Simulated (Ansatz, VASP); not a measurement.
**Ga2As3: VASP beside Ansatz**

```
Ga As
1.0
     1.92643    1.11222    8.07590
    -1.92643    1.11222    8.07590
     0.00000   -2.22445    8.07590
Ga As
2 3
Cartesian
  0.0000 0.0000 9.5047
  0.0000 0.0000 14.7230
  0.0000 0.0000 0.0000
  0.0000 0.0000 4.7204
  0.0000 0.0000 19.5073
```

Alike in both runs: functional PBE; k mesh 12 × 12 × 12; occupations gaussian, width 0.1 eV; no spin polarisation.

Ansatz relaxed the structure, and its values are those at the end. VASP's run is a single point on that final structure, the one shown.

|  | VASP | Ansatz |
| --- | --- | --- |
| version | VASP 6.6.1 | Ansatz 0.2.0 |
| potentials or method | VASP PAW PBE potentials, release 64 (Ga_d, As), cutoff 520 eV | scalar-relativistic, plane waves, PAW |
| valence electrons in the cell | 41 | 71 |

Ansatz gave:

```
gap on the k mesh at the Fermi level (eV) : none
pressure (GPa)                            : 0.0
rms of the force components (eV/Å)        : 0.003
```

Task: What did VASP give for the same quantities?

Result: gap on the k mesh at the Fermi level (eV): none; pressure (GPa): 0.1; rms of the force components (eV/Å): 0.008.

A gap of «none» marks a metal or a gap that the smearing closes. VASP's potentials hold 41 valence electrons a cell and Ansatz's 71, so a difference there can come from the potentials and not from the codes.
